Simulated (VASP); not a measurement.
Input of a VASP 6.6.1 run:

POSCAR

```
InP
1.0
    0.0000000000      2.8908937935      2.8908937935
    2.8908937935      0.0000000000      2.8908937935
    2.8908937935      2.8908937935      0.0000000000
In P
1 1
Direct
    0.0000000000      0.0000000000      0.0000000000
    0.7500000000      0.7500000000      0.7500000000
```

The input INCAR.step1:

```
PREC = Accurate
ENCUT = 520
EDIFF = 1E-5
ISMEAR = -1
SIGMA = 0.05
LREAL = F
LASPH = T
NELM = 60
ALGO = Normal
ISIF = 2
LWAVE = T
NBANDS = 16
GGA = PE
```

File INCAR.step2:

```
PREC = Accurate
ENCUT = 520
EDIFF = 1E-6
ISMEAR = -1
SIGMA = 0.05
LREAL = F
LASPH = T
NELM = 60
ALGO = Normal
ISIF = 2
LWAVE = F
LCHARG = T
GGA = PS
LHFCALC = T
AEXX = 0.25
HFSCREEN = 0.207
PRECFOCK = Normal
LELF = T
LVHAR = T
NBANDS = 16
ISTART = 1
```

KPOINTS

```
regular mesh
0
Gamma
  4 4 4
```

Potentials or basis: VASP PAW PBE potentials, release 64 (In_d, P).

Command:

```sh
$ cat potpaw_PBE.64/In_d/POTCAR potpaw_PBE.64/P/POTCAR > POTCAR
$ cp INCAR.step1 INCAR
$ mpirun -np 1 vasp_std > vasp.out
$ cp INCAR.step2 INCAR
$ mpirun -np 1 vasp_std > vasp.out
```

(1) What does it give for the band gap on the k mesh?

(2) Estimate the pressure.

Results:

(1) 1.67 eV.

(2) 2.9 GPa.

Caveat: the k points lie up to 0.47 Å⁻¹ apart; the PAW data sets were made with another functional, which shifts forces and pressure a little; spin-orbit coupling is left out, which moves the levels of the heavy elements.
